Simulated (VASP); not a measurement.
# B17BrN17 (a cell with a defect) in VASP: notebook

The runs below take B17BrN17 (a cell with a defect) through single point, with PBE.

Program: VASP 6.6.1. These are calculated values, not measurements. Logs are shortened: lines on timing, memory, paths and dates and some standing lists are left out, and cuts for length are marked.

**1. The cell of the first run**

The cell holds a defect, 35 atoms: a = 7.465 Å, b = 7.465 Å, c = 6.495 Å, α = 90.00°, β = 90.00°, γ = 120.00°.

**2. Single point, PBE**

INCAR reads:

```
SYSTEM = B17BrN17
  PREC = Accurate
  ENCUT = 520
  EDIFF = 1E-6
  ISMEAR = 0
  SIGMA = 0.01
  LREAL = Auto
  LASPH = .True.
  NELM = 120
  ALGO = Normal
  ISIF = 2
  LWAVE = .False.
  LCHARG = .False.
  GGA = PE
  NELECT = 142.0
  NBANDS = 94
  GGA_COMPAT = .False.
  ISYM = -1
```

KPOINTS reads:

```
explicit points
1
Reciprocal
  0.25000000   0.25000000   0.25000000 1
```

POSCAR reads:

```
B17BrN17
1.0
    7.4650312800      0.0000000000      0.0000000000
   -3.7325156400      6.4649067300      0.0000000000
    0.0000000000      0.0000000000      6.4954828800
B N Br
17 17 1
Direct
    0.1045510752      0.2179933243      0.2525143483
    0.2012365134      0.1067062493      0.7560544518
    0.1047006865      0.5510190905      0.2497288252
    0.2164735527      0.4422113132      0.7296939976
    0.1043484857      0.8839617110      0.2539264106
    0.2271347873      0.7816606621      0.7463650130
    0.4379601734      0.2181722895      0.2679151709
    0.5787784696      0.1077639921      0.7460981236
    0.4380758384      0.5514410321      0.2631521590
    0.4377470231      0.8839572971      0.2531825184
    0.5564371366      0.7680472176      0.7483304818
    0.7718047730      0.2180244330      0.2524762174
    0.8854671575      0.0998146330      0.7190751017
    0.7715709252      0.5514375875      0.2633710793
    0.8983950282      0.4446029565      0.7243952280
    0.7713367846      0.8842863868      0.2527901722
    0.8872453256      0.7688938732      0.7464864629
    0.1041225838      0.2184593226      0.7232255540
    0.2154562097      0.1070492708      0.2579152245
    0.1177391498      0.5611242012      0.7272547106
    0.2155627982      0.4403189303      0.2523060220
    0.1151944806      0.8909853563      0.7507780872
    0.2153903218      0.7736715291      0.2512384595
    0.5485684637      0.1072291205      0.2576295382
    0.4304954846      0.5463117186      0.7484267671
    0.5487688829      0.4406914214      0.2759336051
    0.4502859548      0.8903461810      0.7520532254
    0.5488265494      0.7738559515      0.2550153791
    0.7873488056      0.2195612744      0.7113187822
    0.8821223911      0.1070369385      0.2474540174
    0.7910413150      0.5498730766      0.7443240623
    0.8818848725      0.4402346304      0.2522028536
    0.7767656232      0.8792301688      0.7400614174
    0.8820538084      0.7736557464      0.2551581461
    0.4978053866      0.3202656193      0.8275329422
```

Potentials or basis: VASP PAW PBE potentials, release 64 (B, N, Br).

Launch:

```
cat potpaw_PBE.64/B/POTCAR potpaw_PBE.64/N/POTCAR potpaw_PBE.64/Br/POTCAR > POTCAR
mpirun -np 1 vasp_std > vasp.out
```

OUTCAR:

```text
SYSTEM = B17BrN17
   PREC = Accurate
   ENCUT = 520
   EDIFF = 1E-6
   ISMEAR = 0
   LREAL = Auto
   LASPH = .True.
   NELM = 120
   ISIF = 2
   GGA = PE
   NELECT = 142.0
   ISYM = -1

 ion  position               nearest neighbor table
   1  0.105  0.218  0.253-  19 1.43  21 1.44  30 1.44
   2  0.201  0.107  0.756-  18 1.37  22 1.40  35 2.03
   3  0.105  0.551  0.250-  21 1.43  23 1.44  32 1.44
   4  0.216  0.442  0.730-  25 1.39  20 1.41  18 1.45
   5  0.104  0.884  0.254-  23 1.43  34 1.44  19 1.44
   6  0.227  0.782  0.746-  22 1.43  20 1.43  27 1.44
[... 26 lines left out ...]
  33  0.777  0.879  0.740-  11 1.43  17 1.43  13 1.43
  34  0.882  0.774  0.255-  16 1.43   5 1.44  14 1.44
  35  0.498  0.320  0.828-   8 2.03   2 2.03  25 2.05  31 2.07

IMPORTANT INFORMATION: All symmetrisations will be switched off!
NOSYMM: (Re-)initialisation of all symmetry stuff for point group C_1.

----------------------------------------------------------------------------------------

                                     Primitive cell

  volume of cell :     313.4768

  direct lattice vectors                    reciprocal lattice vectors
     7.465031280  0.000000000  0.000000000     0.133957912  0.077340636  0.000000000
    -3.732515640  6.464906730  0.000000000     0.000000000  0.154681273  0.000000000
     0.000000000  0.000000000  6.495482880     0.000000000  0.000000000  0.153953142

  length of vectors
     7.465031280  7.465031281  6.495482880     0.154681273  0.154681273  0.153953142

  position of ions in fractional coordinates (direct lattice)
     0.104551075  0.217993324  0.252514348
     0.201236513  0.106706249  0.756054452
     0.104700687  0.551019090  0.249728825
     0.216473553  0.442211313  0.729693998
     0.104348486  0.883961711  0.253926411
     0.227134787  0.781660662  0.746365013
[... 27 lines left out ...]
     0.882053808  0.773655746  0.255158146
     0.497805387  0.320265619  0.827532942

  ion indices of the primitive-cell ions
   primitive index   ion index
                 1           1
                 2           2
                 3           3
                 4           4
                 5           5
                 6           6
[... 27 lines left out ...]
                34          34
                35          35

----------------------------------------------------------------------------------------

 KPOINTS: explicit points

Read explicit list of k-points.

 Found      1 k-points:

 Following reciprocal coordinates:
            Coordinates               Weight
  0.250000  0.250000  0.250000      1.000000
   k-points           NKPTS =      1   k-points in BZ     NKDIM =      1   number of bands    NBANDS=     94
   number of dos      NEDOS =    301   number of ions     NIONS =     35
   total plane-waves  NPLWV = 150528
   dimension x,y,z NGX =    56 NGY =   56 NGZ =   48
   dimension x,y,z NGXF=   112 NGYF=  112 NGZF=   96
   ions per type =              17  17   1
   NGX,Y,Z   is equivalent  to a cutoff of  12.47, 12.47, 12.29 a.u.
   NGXF,Y,Z  is equivalent  to a cutoff of  24.94, 24.94, 24.57 a.u.
 SYSTEM =  B17BrN17
   PREC   = accura    normal or accurate (medium, high low for compatibility)
   ISTART =      0    job   : 0-new  1-cont  2-samecut
   ICHARG =      2    charge: 1-file 2-atom 10-const
   ISPIN  =      1    spin polarized calculation?
   LNONCOLLINEAR =      F non collinear calculations
   LSORBIT =      F    spin-orbit coupling
   LASPH  =      T    aspherical Exc in radial PAW
   ENCUT  =  520.0 eV  38.22 Ry    6.18 a.u.  13.88 13.88 12.08*2*pi/ulx,y,z
   NELM   =    120;   NELMIN=  2; NELMDL= -5     # of ELM steps
   EDIFF  = 0.1E-05   stopping-criterion for ELM
   LREAL  =      T    real-space projection
   EDIFFG = 0.1E-04   stopping-criterion for IOM
   NSW    =      0    number of steps for IOM
   IBRION =     -1    ionic relax: 0-MD 1-quasi-New 2-CG
   NFREE  =      0    steps in history (QN), initial steepest desc. (CG)
   ISIF   =      2    stress and relaxation
   ISYM   =     -1    0-nonsym 1-usesym 2-fastsym
   POTIM  = 0.5000    time-step for ionic-motion
   TEBEG  =    0.0;   TEEND  =   0.0 temperature during run
   PSTRESS=    0.0 pullay stress
   NELECT =     142.0000    total number of electrons
   NUPDOWN=      -1.0000    fix difference up-down
   EMIN   =  10.00;   EMAX   =-10.00  energy-range for DOS
   EFERMI =   0.00;   METHOD = LEGACY
   ISMEAR =     0;   SIGMA  =   0.01  broadening in eV -4-tet -1-fermi 0-gaus
   EFERMI_NEDOS =   21; number of points for ismear=-14 and -15
   IALGO  =     38    algorithm
   IMIX   =      4    mixing-type and parameters
     AMIX     =   0.40;   BMIX     =  1.00
     AMIX_MAG =   1.60;   BMIX_MAG =  1.00
  volume/ion in A,a.u.               =       8.96        60.44
  Fermi-wavevector in a.u.,A,eV,Ry     =   1.257291  2.375936 21.507829  1.580781
  Thomas-Fermi vector in A             =   2.390957
   LORBIT       =      0    0 simple, 1 ext, 2 COOP (PROOUT), +10 PAW based schemes
   GGA     = PE    functional components
   LHFCALC =     F    Hartree Fock is set to
   AEXX    =    0.0000 exact exchange contribution
   IVDW    =     0    specifies the selected vdW correction
   LEPSILON=     F    determine dielectric tensor
   LRPA    =     F    only Hartree local field effects (RPA)
 non-spin polarized calculation
 Gauss-broadening in eV      SIGMA  =   0.01
  energy-cutoff  :      520.00
  volume of cell :      313.48
 maximum number of plane-waves:      8452
 NGX is ok and might be reduce to    56
   NGX = 27   NGY = 27   NGZ = 25

 number of electron     142.0000002 magnetization

 Free energy of the ion-electron system (eV)
  ---------------------------------------------------
  ext. energy  EPLUGINS =         0.00000000
  ---------------------------------------------------
  free energy    TOTEN  =      -296.14039330 eV

  energy without entropy =     -296.14039330  energy(sigma->0) =     -296.14039330

 E-fermi :   2.7826     XC(G=0): -10.2649

 val. band max:        2.7179812741   @ k =   0.2500   0.2500   0.2500
 cond. band min:       3.8279669527   @ k =   0.2500   0.2500   0.2500
 fundamental gap:      1.1099856786
 Fermi energy:         2.7826178139

 k-point     1 :       0.2500    0.2500    0.2500
  band No.  band energies     occupation
      1     -15.7825      2.00000
      2     -14.8737      2.00000
      3     -14.6261      2.00000
      4     -14.1731      2.00000
      5     -13.6853      2.00000
      6     -13.6423      2.00000
[... 75 lines left out ...]
     82       9.4230      0.00000
     83       9.7697      0.00000
 [bands above 83 left out]

------------------------ aborting loop because EDIFF is reached ----------------------------------------

  FORCE on cell =-STRESS in cart. coord.  units (eV):
  Direction    XX          YY          ZZ          XY          YZ          ZX
  --------------------------------------------------------------------------------------
  -------------------------------------------------------------------------------------
  Total       36.5120952      6.8819816      0.2445170      3.2733172      0.1614659     -0.2321914
  in kB      186.6130453     35.1737565      1.2497247     16.7298998      0.8252512     -1.1867286
  external PRESSURE =      74.3455088 kB  Pullay stress =       0.0000000 kB

 VOLUME and BASIS-vectors are now :
 -----------------------------------------------------------------------------
  energy-cutoff  :      520.00
  volume of cell :      313.48
      direct lattice vectors                 reciprocal lattice vectors
     7.465031280  0.000000000  0.000000000     0.133957912  0.077340636  0.000000000
    -3.732515640  6.464906730  0.000000000     0.000000000  0.154681273  0.000000000
     0.000000000  0.000000000  6.495482880     0.000000000  0.000000000  0.153953142

 POSITION                                       TOTAL-FORCE (eV/Angst)
 -----------------------------------------------------------------------------------
     -0.03319      1.40931      1.64020        -0.000677     -0.002286      0.000408
      1.10395      0.68985      4.91094         0.016124     -0.026734      0.009022
     -1.27509      3.56229      1.62211        -0.002586      0.004049     -0.003286
     -0.03458      2.85885      4.73971        -0.008539     -0.015292     -0.003792
     -2.52044      5.71473      1.64937        -0.005485      0.000806     -0.004429
     -1.22199      5.05336      4.84800         0.008378     -0.006658      0.003616
[... 27 lines left out ...]
      3.69688      5.00161      1.65738         0.001256      0.001327     -0.002373
      2.52074      2.07049      5.37523        -0.001223     -0.017713      0.008216
 -----------------------------------------------------------------------------------
    total drift:                               -0.003182      0.004726     -0.007405

  FREE ENERGIE OF THE ION-ELECTRON SYSTEM (eV)
  ---------------------------------------------------
  free  energy   TOTEN  =      -296.1403932988 eV

  energy  without entropy=     -296.1403932988  energy(sigma->0) =     -296.14039330
```

It took 2.8 min on 1 thread of Intel Xeon 8259CL, shared host; peak memory 0.37 GiB.

Results:

* Free energy: -296.1404 eV
* Largest force: 0.033 eV/Å

Forces in eV/Å, atoms in the order of the input:
```
B   -0.001 -0.002  0.000
B    0.016 -0.027  0.009
B   -0.003  0.004 -0.003
B   -0.009 -0.015 -0.004
B   -0.005  0.001 -0.004
B    0.008 -0.007  0.004
B   -0.005 -0.002 -0.007
B   -0.021  0.003  0.004
B   -0.006  0.000 -0.002
B    0.001 -0.006 -0.001
B    0.018 -0.012 -0.009
B    0.002  0.003 -0.003
B    0.005 -0.002 -0.011
B   -0.001  0.005 -0.003
B    0.006 -0.008 -0.007
B   -0.003 -0.003  0.000
B   -0.013 -0.024 -0.004
N   -0.001  0.026 -0.001
N    0.001 -0.002  0.001
N    0.009  0.011  0.010
N    0.002 -0.002 -0.001
N   -0.004  0.028  0.001
N    0.002  0.004 -0.001
N    0.002 -0.002  0.004
N    0.013  0.017  0.006
N    0.002  0.000 -0.001
N   -0.002  0.002  0.007
N    0.004  0.003 -0.003
N   -0.001 -0.001  0.003
N    0.003 -0.002 -0.002
N   -0.021  0.023  0.011
N    0.002  0.001 -0.004
N   -0.002  0.004  0.006
N    0.001  0.001 -0.002
Br  -0.001 -0.018  0.008
```

Caveat: the cell carries a net charge on a neutralising background, which shifts energy and pressure; the cell is charged against a uniform background, so pressure and absolute levels hang on convention.

**3. Single point, PBE**

INCAR reads:

```
  PREC = Accurate
  ENCUT = 520
  EDIFF = 1E-6
  ISMEAR = 0
  SIGMA = 0.01
  LREAL = Auto
  LASPH = T
  NELM = 120
  ALGO = Normal
  ISIF = 2
  LWAVE = F
  LCHARG = T
  GGA = PE
  LELF = T
  LVHAR = T
  NELECT = 142.0
  NBANDS = 94
  GGA_COMPAT = F
  ISYM = -1
```

KPOINTS is that of step 2.

Edit POSCAR of step 2 so:

```diff
@@ -2,5 +2,5 @@
 1.0
-    7.4650312800      0.0000000000      0.0000000000
-   -3.7325156400      6.4649067300      0.0000000000
-    0.0000000000      0.0000000000      6.4954828800
+    7.4650312844      0.0000000000      0.0000000000
+   -3.7325156422      6.4649067324      0.0000000000
+    0.0000000000      0.0000000000      6.4954828762
 B N Br
```

Potentials or basis: VASP PAW PBE potentials, release 64 (B, N, Br).

Launch:

```
cat potpaw_PBE.64/B/POTCAR potpaw_PBE.64/N/POTCAR potpaw_PBE.64/Br/POTCAR > POTCAR
mpirun -np 1 vasp_std > vasp.out
```

Wall time 3.1 min (1 thread of Intel Xeon 8259CL, shared host); peak memory 0.37 GiB.

It converged, with:

- Free energy: -296.1404 eV
- Largest force: 0.033 eV/Å

Forces on the atoms (eV/Å):
```
B   -0.001 -0.002  0.000
B    0.016 -0.027  0.009
B   -0.003  0.004 -0.003
B   -0.009 -0.015 -0.004
B   -0.005  0.001 -0.004
B    0.008 -0.007  0.004
B   -0.005 -0.002 -0.007
B   -0.021  0.003  0.004
B   -0.006  0.000 -0.002
B    0.001 -0.006 -0.001
B    0.018 -0.012 -0.009
B    0.002  0.003 -0.003
B    0.005 -0.002 -0.011
B   -0.001  0.005 -0.003
B    0.006 -0.008 -0.007
B   -0.003 -0.003  0.000
B   -0.013 -0.024 -0.004
N   -0.001  0.026 -0.001
N    0.001 -0.002  0.001
N    0.009  0.011  0.010
N    0.002 -0.002 -0.001
N   -0.004  0.028  0.001
N    0.002  0.004 -0.001
N    0.002 -0.002  0.004
N    0.013  0.017  0.006
N    0.002  0.000 -0.001
N   -0.002  0.002  0.007
N    0.004  0.003 -0.003
N   -0.001 -0.001  0.003
N    0.003 -0.002 -0.002
N   -0.021  0.023  0.011
N    0.002  0.001 -0.004
N   -0.002  0.004  0.006
N    0.001  0.001 -0.002
Br  -0.001 -0.018  0.008
```

Levels at points of the mesh, in eV from the Fermi level:
```
           k point  band 68  band 69  band 70  band 71  band 72  band 73  band 74  band 75
(0.25, 0.25, 0.25)    -0.51    -0.42    -0.39    -0.06     1.05     3.87     4.37     4.68
```

Caveat: the cell carries a net charge on a neutralising background, which shifts energy and pressure; the cell is charged against a uniform background, so pressure and absolute levels hang on convention.
